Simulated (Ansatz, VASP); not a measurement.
Two plane-wave programs on Ti

```
Ti
1.0
     0.00000    2.89479    2.89479
     2.89479    0.00000    2.89479
     2.89479    2.89479    0.00000
Ti
2
Direct
  0.12500 0.12500 0.12500
  0.87500 0.87500 0.87500
```

Alike in both runs: functional revPBE; k mesh 10 × 10 × 10; occupations fermi-dirac, width 0.1 eV; no spin polarisation.

Ansatz relaxed the structure, and its values are those at the end. VASP's run is a single point on that final structure, the one shown.

|  | VASP | Ansatz |
| --- | --- | --- |
| version | VASP 6.6.1 | Ansatz 0.2.0 |
| potentials or method | VASP PAW PBE potentials, release 64 (Ti_sv), cutoff 520 eV | plane waves (420 eV) with PAW, scalar-relativistic |
| valence electrons in the cell | 24 | 24 |

Ansatz gave:

| Quantity | Value |
| --- | --- |
| pressure (GPa) | 0.0 |

Problem. Which values does VASP return?

Solution. Pressure (GPa): 0.1.

VASP's potentials were made for PBE, not for revPBE.
